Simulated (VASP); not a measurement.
# Au (Cmcm) in VASP: notebook

Au is run at these levels: PBEsol; tasks: single point.

Everything below comes from runs of VASP 6.6.1. Logs are shortened: lines on timing, memory, paths and dates and some standing lists are left out, and cuts for length are marked.

## Step 1: The cell of the first run

Symmetry: Cmcm, No. 63, orthorhombic system. The conventional cell has a = 3.242 Å, b = 4.585 Å, c = 4.585 Å, α = 90.00°, β = 90.00°, γ = 90.00°. Within 3.7 Å of Au (site symmetry m2m) lie 14 Au at 2.81 to 3.54 Å.

## Step 2: Single point, PBEsol (mode 4 (9.3 1/cm) frozen in, largest displacement -0.200 Å)

The input, INCAR:

```
SYSTEM = Au
PREC     = Accurate       ! precision mode
ENCUT    = 520            ! plane-wave cutoff, eV
EDIFF    = 1E-7           ! SCF threshold, eV
ISMEAR   = 0              ! smearing method
SIGMA    = 0.15           ! smearing width, eV
LREAL    = .FALSE.        ! projectors in reciprocal space
LASPH    = .TRUE.         ! aspherical terms in the spheres
NELM     = 60             ! most SCF steps
ALGO     = Fast           ! electronic algorithm
ISIF     = 2              ! what is computed and relaxed
LWAVE    = .FALSE.        ! write WAVECAR
LCHARG   = .TRUE.         ! write CHGCAR
GGA      = PS             ! functional
LELF     = .TRUE.         ! ELF
LVHAR    = .TRUE.       
NBANDS   = 18             ! bands
```

The input, KPOINTS:

```
regular mesh
0
G
  22 22 14
  0 0 0
```

The input, POSCAR:

```
Au
1.0
   -1.6210733944      1.6210733944      1.6210733944
    1.6210733944     -1.6210733944      1.6210733944
    3.2421467888      3.2421467888      0.0000000000
Au
2
Direct
   -0.0436196648      0.0436196648      0.0000000000
    0.5436196648      0.4563803352      0.5000000000
```

Potentials or basis: VASP PAW PBE potentials, release 64 (Au).

Run with:

```
$ cat potpaw_PBE.64/Au/POTCAR > POTCAR
$ mpirun -np 1 vasp_std > vasp.out
```

OUTCAR:

```text
SYSTEM = Au
   PREC = Accurate
   ENCUT = 520
   EDIFF = 1E-7
   ISMEAR = 0
   LREAL = .FALSE.
   LASPH = .TRUE.
   NELM = 60
   ISIF = 2
   GGA = PS

 ion  position               nearest neighbor table
   1  0.956  0.044  0.000-   2 2.84   2 2.84   2 2.84   2 2.84   2 2.97   2 2.97   2 3.54   2 3.54

   2  0.544  0.456  0.500-   1 2.84   1 2.84   1 2.84   1 2.84   1 2.97   1 2.97   1 3.54   1 3.54

  LATTYP: Found a base centered orthorhombic cell.
 ALAT       =     3.2421467888
 B/A-ratio  =     1.4142135624
 C/A-ratio  =     1.4142135624

  Lattice vectors:

 A1 = (  -1.6210733944,   1.6210733944,   1.6210733944)
 A2 = (   1.6210733944,  -1.6210733944,   1.6210733944)
 A3 = (   3.2421467888,   3.2421467888,   0.0000000000)

Analysis of symmetry for initial positions (statically):
=====================================================================
 Subroutine PRICEL returns:
 Original cell was already a primitive cell.

 Routine SETGRP: Setting up the symmetry group for a
 base centered orthorhombic supercell.

 Subroutine GETGRP returns: Found  8 space group operations
 (whereof  4 operations were pure point group operations)
 out of a pool of  8 trial point group operations.

The static configuration has the point symmetry C_2v.
 The point group associated with its full space group is D_2h.

Analysis of symmetry for dynamics (positions and initial velocities):
=====================================================================
 Subroutine PRICEL returns:
 Original cell was already a primitive cell.

 Routine SETGRP: Setting up the symmetry group for a
 base centered orthorhombic supercell.

 Subroutine GETGRP returns: Found  8 space group operations
 (whereof  4 operations were pure point group operations)
 out of a pool of  8 trial point group operations.

The dynamic configuration has the point symmetry C_2v.
 The point group associated with its full space group is D_2h.

 Subroutine INISYM returns: Found  8 space group operations
 (whereof  4 operations are pure point group operations),
 and found     1 'primitive' translations

----------------------------------------------------------------------------------------

                                     Primitive cell

  volume of cell :      34.0799

  direct lattice vectors                    reciprocal lattice vectors
    -1.621073394  1.621073394  1.621073394    -0.154218804  0.154218804  0.308437608
     1.621073394 -1.621073394  1.621073394     0.154218804 -0.154218804  0.308437608
     3.242146789  3.242146789  0.000000000     0.154218804  0.154218804  0.000000000

  length of vectors
     2.807781482  2.807781482  4.585087960     0.377757378  0.377757378  0.218098324

  position of ions in fractional coordinates (direct lattice)
     0.956380335  0.043619665  0.000000000
     0.543619665  0.456380335  0.500000000

  ion indices of the primitive-cell ions
   primitive index   ion index
                 1           1
                 2           2

----------------------------------------------------------------------------------------

 KPOINTS: regular mesh

Automatic generation of k-mesh.
 Grid dimensions read from file:
 generate k-points for:   22   22   14

 Generating k-lattice:

  Cartesian coordinates                     Fractional coordinates (reciprocal lattice)
    -0.007009946  0.007009946  0.014019891     0.045454545  0.000000000  0.000000000
     0.007009946 -0.007009946  0.014019891     0.000000000  0.045454545  0.000000000
     0.011015629  0.011015629  0.000000000     0.000000000  0.000000000  0.071428571

  Length of vectors
     0.017170790  0.017170790  0.015578452

  Shift w.r.t. Gamma in fractional coordinates (k-lattice)
     0.000000000  0.000000000  0.000000000

 Subroutine IBZKPT returns following result:
 ===========================================

 Found   1064 irreducible k-points:

 Following reciprocal coordinates:
            Coordinates               Weight
  0.000000  0.000000  0.000000      1.000000
  0.045455  0.000000  0.000000      4.000000
  0.090909  0.000000  0.000000      4.000000
  0.136364  0.000000  0.000000      4.000000
  0.181818  0.000000  0.000000      4.000000
  0.227273  0.000000  0.000000      4.000000
[... 16 lines left out ...]
  0.500000  0.045455  0.000000      4.000000
 -0.454545  0.045455  0.000000      4.000000
 [... further k-points ...]
   k-points           NKPTS =   1064   k-points in BZ     NKDIM =   1064   number of bands    NBANDS=     18
   number of dos      NEDOS =    301   number of ions     NIONS =      2
   total plane-waves  NPLWV =  20736
   dimension x,y,z NGX =    24 NGY =   24 NGZ =   36
   dimension x,y,z NGXF=    48 NGYF=   48 NGZF=   72
   ions per type =               2
   NGX,Y,Z   is equivalent  to a cutoff of  14.21, 14.21, 13.05 a.u.
   NGXF,Y,Z  is equivalent  to a cutoff of  28.42, 28.42, 26.11 a.u.
 SYSTEM =  Au
   PREC   = accura    normal or accurate (medium, high low for compatibility)
   ISTART =      0    job   : 0-new  1-cont  2-samecut
   ICHARG =      2    charge: 1-file 2-atom 10-const
   ISPIN  =      1    spin polarized calculation?
   LNONCOLLINEAR =      F non collinear calculations
   LSORBIT =      F    spin-orbit coupling
   LASPH  =      T    aspherical Exc in radial PAW
   ENCUT  =  520.0 eV  38.22 Ry    6.18 a.u.   5.22  5.22  8.53*2*pi/ulx,y,z
   NELM   =     60;   NELMIN=  2; NELMDL= -5     # of ELM steps
   EDIFF  = 0.1E-06   stopping-criterion for ELM
   LREAL  =      F    real-space projection
   EDIFFG = 0.1E-05   stopping-criterion for IOM
   NSW    =      0    number of steps for IOM
   IBRION =     -1    ionic relax: 0-MD 1-quasi-New 2-CG
   NFREE  =      0    steps in history (QN), initial steepest desc. (CG)
   ISIF   =      2    stress and relaxation
   ISYM   =      2    0-nonsym 1-usesym 2-fastsym
   POTIM  = 0.5000    time-step for ionic-motion
   TEBEG  =    0.0;   TEEND  =   0.0 temperature during run
   PSTRESS=    0.0 pullay stress
   NELECT =      22.0000    total number of electrons
   NUPDOWN=      -1.0000    fix difference up-down
   EMIN   =  10.00;   EMAX   =-10.00  energy-range for DOS
   EFERMI =   0.00;   METHOD = LEGACY
   ISMEAR =     0;   SIGMA  =   0.15  broadening in eV -4-tet -1-fermi 0-gaus
   EFERMI_NEDOS =   21; number of points for ismear=-14 and -15
[... 26 lines left out ...]
  ---------------------------------------------------
  ext. energy  EPLUGINS =         0.00000000
  ---------------------------------------------------
  free energy    TOTEN  =        -7.80464908 eV

  energy without entropy =       -7.79911526  energy(sigma->0) =       -7.80188217

 E-fermi :   9.2526     XC(G=0): -12.8834

 val. band max:        9.2510224651   @ k =  -0.3636   0.2273   0.3571
 cond. band min:       9.2542328481   @ k =  -0.4091   0.2273   0.4286
 fundamental gap:      0.0032103830
 Fermi energy:         9.2526132135

 k-point     1 :       0.0000    0.0000    0.0000
  band No.  band energies     occupation
      1      -0.6370      2.00000
      2       2.0062      2.00000
      3       3.3844      2.00000
      4       4.3060      2.00000
      5       4.6336      2.00000
      6       4.6854      2.00000
[... 10 lines left out ...]
     17      26.2030      0.00000
     18      26.4200      0.00000

 k-point     2 :       0.0455    0.0000    0.0000
  band No.  band energies     occupation
      1      -0.5798      2.00000
      2       2.0505      2.00000
      3       3.3960      2.00000
      4       4.3199      2.00000
      5       4.6525      2.00000
      6       4.6744      2.00000
[... 10 lines left out ...]
     17      26.2661      0.00000
     18      26.3667      0.00000

 k-point     3 :       0.0909    0.0000    0.0000
  band No.  band energies     occupation
      1      -0.4102      2.00000
      2       2.1769      2.00000
      3       3.4303      2.00000
      4       4.3416      2.00000
      5       4.6382      2.00000
      6       4.7309      2.00000
[... 10 lines left out ...]
     17      26.1945      0.00000
     18      26.3808      0.00000

 k-point     4 :       0.1364    0.0000    0.0000
  band No.  band energies     occupation
      1      -0.1351      2.00000
      2       2.3635      2.00000
      3       3.4894      2.00000
      4       4.3397      2.00000
      5       4.5669      2.00000
      6       4.9046      2.00000
[... 10 lines left out ...]
     17      26.3038      0.00000
     18      26.3140      0.00000

 k-point     5 :       0.1818    0.0000    0.0000
  band No.  band energies     occupation
      1       0.2332      2.00000
      2       2.5674      2.00000
      3       3.5858      2.00000
      4       4.3160      2.00000
      5       4.4442      2.00000
      6       5.1801      2.00000
[... 10 lines left out ...]
     17      25.7280      0.00000
     18      26.5492      0.00000

 k-point     6 :       0.2273    0.0000    0.0000
  band No.  band energies     occupation
      1       0.6747      2.00000
      2       2.7269      2.00000
      3       3.7447      2.00000
      4       4.2596      2.00000
      5       4.2903      2.00000
      6       5.1596      2.00000
[... 10 lines left out ...]
     17      24.7298      0.00000
     18      26.7274      0.00000

 k-point     7 :       0.2727    0.0000    0.0000
  band No.  band energies     occupation
      1       1.1593      2.00000
      2       2.8008      2.00000
      3       3.9664      2.00000
      4       4.0294      2.00000
      5       4.2897      2.00000
      6       4.8975      2.00000
[... 10 lines left out ...]
     17      23.8395      0.00000
     18      26.7827      0.00000

 k-point     8 :       0.3182    0.0000    0.0000
  band No.  band energies     occupation
      1       1.6426      2.00000
      2       2.8029      2.00000
      3       3.7934      2.00000
      4       4.1718      2.00000
      5       4.3757      2.00000
      6       4.6927      2.00000
[... 10 lines left out ...]
     17      22.9552      0.00000
     18      26.7089      0.00000
[... 229 lines left out ...]
     17      22.7722      0.00000
     18      26.4455      0.00000

 k-point    20 :       0.3636    0.0455    0.0000
  band No.  band energies     occupation
      1       2.2115      2.00000
      2       2.7730      2.00000
      3       3.5586      2.00000
      4       4.4387      2.00000
      5       4.5479      2.00000
      6       4.6891      2.00000
[... 10 lines left out ...]
     17      21.8252      0.00000
     18      26.2950      0.00000

 k-point    21 :       0.4091    0.0455    0.0000
  band No.  band energies     occupation
      1       2.4727      2.00000
      2       2.7448      2.00000
      3       3.4063      2.00000
      4       4.4179      2.00000
      5       4.6113      2.00000
      6       4.8074      2.00000
[... 10 lines left out ...]
     17      21.2852      0.00000
     18      26.2001      0.00000

 k-point    22 :       0.4545    0.0455    0.0000
  band No.  band energies     occupation
      1       2.6182      2.00000
      2       2.7277      2.00000
      3       3.3164      2.00000
      4       4.3311      2.00000
      5       4.7296      2.00000
      6       4.8222      2.00000
[... 10 lines left out ...]
     17      21.2003      0.00000
     18      26.1633      0.00000

 k-point    23 :       0.5000    0.0455    0.0000
  band No.  band energies     occupation
      1       2.6714      2.00000
      2       2.7183      2.00000
      3       3.2916      2.00000
      4       4.2917      2.00000
      5       4.6580      2.00000
      6       4.8144      2.00000
[... 10 lines left out ...]
     17      21.2918      0.00000
     18      26.2528      0.00000

 k-point    24 :      -0.4545    0.0455    0.0000
  band No.  band energies     occupation
      1       2.5886      2.00000
      2       2.7552      2.00000
      3       3.3320      2.00000
      4       4.3010      2.00000
      5       4.4658      2.00000
      6       4.7498      2.00000
[... 10 lines left out ...]
     17      21.5607      0.00000
     18      26.3375      0.00000

 [... further k-points ...]

------------------------ aborting loop because EDIFF is reached ----------------------------------------

  FORCE on cell =-STRESS in cart. coord.  units (eV):
  Direction    XX          YY          ZZ          XY          YZ          ZX
  --------------------------------------------------------------------------------------
  -------------------------------------------------------------------------------------
  Total        0.1281747      0.1281747     -0.0212519      0.0316709     -0.0000000      0.0000000
  in kB        6.0258016      6.0258016     -0.9991035      1.4889247     -0.0000000      0.0000000
  external PRESSURE =       3.6841666 kB  Pullay stress =       0.0000000 kB

 VOLUME and BASIS-vectors are now :
 -----------------------------------------------------------------------------
  energy-cutoff  :      520.00
  volume of cell :       34.08
      direct lattice vectors                 reciprocal lattice vectors
    -1.621073394  1.621073394  1.621073394    -0.154218804  0.154218804  0.308437608
     1.621073394 -1.621073394  1.621073394     0.154218804 -0.154218804  0.308437608
     3.242146789  3.242146789  0.000000000     0.154218804  0.154218804  0.000000000

 POSITION                                       TOTAL-FORCE (eV/Angst)
 -----------------------------------------------------------------------------------
     -1.47965      1.47965      1.62107        -0.019978      0.019978      0.000000
      1.47965      1.76249      1.62107         0.019978     -0.019978      0.000000
 -----------------------------------------------------------------------------------
    total drift:                                0.000000     -0.000000     -0.000000

  FREE ENERGIE OF THE ION-ELECTRON SYSTEM (eV)
  ---------------------------------------------------
  free  energy   TOTEN  =        -7.8046490759 eV

  energy  without entropy=       -7.7991152605  energy(sigma->0) =       -7.80188217
```

Run time: 12 min. Hardware: 1 thread of Intel Xeon Platinum 8375C at 2.90GHz (Ice Lake), shared host; peak memory 0.6 GiB.

What came out:

```
Free energy            : -7.8046 eV
Pressure               : 0.4 GPa
Largest force          : 0.028 eV/Å
Band gap on the k mesh : zero (band 11 reaches 13.18 eV, above the bottom of band 12 at 6.84 eV)
```

Forces in eV/Å, atoms in the order of the input:
```
Au  -0.020  0.020  0.000
Au   0.020 -0.020  0.000
```

Stress tensor (GPa, compression positive):
```
 0.60  0.15  0.00
 0.15  0.60  0.00
 0.00  0.00 -0.10
```

Caveat: the cell differs from its parent crystal (mode 4 (9.3 1/cm) frozen in, largest displacement -0.200 Å); the PAW data sets were made with another functional, which shifts forces and pressure a little; spin-orbit coupling is left out, which moves the levels of the heavy elements.

## Step 3: Single point, PBEsol (mode 4 (9.3 1/cm) frozen in, largest displacement +0.100 Å)

The input, INCAR:

```
  PREC = Accurate
  ENCUT = 520
  EDIFF = 1E-7
  ISMEAR = 0
  SIGMA = 0.15
  LREAL = F
  LASPH = T
  NELM = 80
  ALGO = Fast
  ISIF = 2
  LWAVE = F
  LCHARG = F
  GGA = PS
  NBANDS = 18
```

The input, KPOINTS:

```
regular mesh
0
Gamma
  22 22 14
```

The input, POSCAR:

```
Au
1.0
   -1.6210733944      1.6210733944      1.6210733944
    1.6210733944     -1.6210733944      1.6210733944
    3.2421467888      3.2421467888      0.0000000000
Au
2
Direct
    0.0218098324     -0.0218098324      0.0000000000
    0.4781901676      0.5218098324      0.5000000000
```

Potentials or basis: VASP PAW PBE potentials, release 64 (Au).

Run with:

```
$ cat potpaw_PBE.64/Au/POTCAR > POTCAR
$ mpirun -np 1 vasp_std > vasp.out
```

Run time: 12 min. Hardware: 1 thread of Intel Xeon Platinum 8375C at 2.90GHz (Ice Lake), shared host; peak memory 0.6 GiB.

The run converged. Its results:

```yaml
Free_energy: -7.8076 eV
Pressure: 0.0 GPa
Largest_force: 0.007 eV/Å
Band_gap_on_the_k_mesh: zero (band 11 reaches 13.08 eV, above the bottom of band 12 at 6.62 eV)
```

Forces on the atoms (eV/Å):
```
Au   0.005 -0.005  0.000
Au  -0.005  0.005  0.000
```

Stress tensor (GPa, compression positive):
```
 0.01  0.16  0.00
 0.16  0.01  0.00
 0.00  0.00 -0.07
```

Levels at points of the mesh, in eV from the Fermi level:
```
           k point  band 8  band 9  band 10  band 11  band 12  band 13  band 14  band 15
(0.00, 0.00, 0.00)   -2.98   -2.92    -2.60    -1.41    -0.67     3.57    12.46    14.03
(0.50, 0.00, 0.00)   -2.63   -2.61    -2.52     0.42     0.64     6.42     6.82     8.82
(0.50, 0.50, 0.00)   -1.74   -1.69    -1.36    -0.39     3.50     6.28     6.39     6.51
(0.00, 0.00, 0.50)   -3.38   -3.28    -3.28    -2.63    -2.63    12.18    12.18    14.84
(0.50, 0.00, 0.50)   -2.68   -1.43    -1.43    -0.59    -0.59     3.56     3.56    12.54
(0.50, 0.50, 0.50)   -3.47   -1.52    -1.52     3.03     3.03     4.24     4.24    10.14
```

Caveat: the cell differs from its parent crystal (mode 4 (9.3 1/cm) frozen in, largest displacement +0.100 Å); the PAW data sets were made with another functional, which shifts forces and pressure a little; spin-orbit coupling is left out, which moves the levels of the heavy elements.

## Step 4: Single point, PBEsol (mode 4 (9.3 1/cm) frozen in, largest displacement -0.400 Å)

The input, INCAR:

```
PREC = Accurate
ENCUT = 520
EDIFF = 1E-7
ISMEAR = 0
SIGMA = 0.15
LREAL = F
LASPH = T
NELM = 80
ALGO = Fast
ISIF = 2
LWAVE = F
LCHARG = F
GGA = PS
NBANDS = 18
```

KPOINTS is that of step 3.

The input, POSCAR:

```
Au
1.0
   -1.6210733944      1.6210733944      1.6210733944
    1.6210733944     -1.6210733944      1.6210733944
    3.2421467888      3.2421467888      0.0000000000
Au
2
Direct
   -0.0872393296      0.0872393296      0.0000000000
    0.5872393296      0.4127606704      0.5000000000
```

Run with:

```
$ cat potpaw_PBE.64/Au/POTCAR > POTCAR
$ mpirun -np 1 vasp_std > vasp.out
```

Run time: 5.7 min. Hardware: 1 thread of AMD EPYC 9R45 (Zen 5), shared host; peak memory 0.56 GiB.

It converged, with:

```
Free energy            : -7.7422 eV
Pressure               : 2.9 GPa
Largest force          : 0.383 eV/Å
Band gap on the k mesh : zero (band 11 reaches 13.06 eV, above the bottom of band 12 at 7.01 eV)
```

Forces in eV/Å, atoms in the order of the input:
```
Au  -0.271  0.271  0.000
Au   0.271 -0.271  0.000
```

Stress tensor (GPa, compression positive):
```
 4.93  1.18  0.00
 1.18  4.93  0.00
 0.00  0.00 -1.04
```

Levels at points of the mesh, in eV from the Fermi level:
```csv
k point,band 7,band 8,band 9,band 10,band 11,band 12,band 13,band 14,band 15,band 16
"(0.00, 0.00, 0.00)",-3.82,-3.27,-3.02,-2.41,-1.90,-0.61,3.62,13.68,15.73,16.38
"(0.50, 0.00, 0.00)",-3.79,-2.59,-2.35,-1.69,-0.01,1.07,5.81,7.08,7.68,11.62
"(0.50, 0.50, 0.00)",-3.06,-1.91,-1.63,-1.35,1.29,2.57,6.30,7.83,8.72,9.31
"(0.00, 0.00, 0.50)",-3.62,-3.62,-2.77,-2.77,-2.20,-2.20,12.23,12.23,14.10,14.10
"(0.50, 0.00, 0.50)",-2.60,-2.60,-2.11,-2.11,0.11,0.11,3.32,3.32,13.86,13.86
"(0.50, 0.50, 0.50)",-2.13,-2.13,-1.48,-1.48,1.48,1.48,5.63,5.63,10.21,10.21
```

Caveat: the cell differs from its parent crystal (mode 4 (9.3 1/cm) frozen in, largest displacement -0.400 Å); the PAW data sets were made with another functional, which shifts forces and pressure a little; spin-orbit coupling is left out, which moves the levels of the heavy elements.
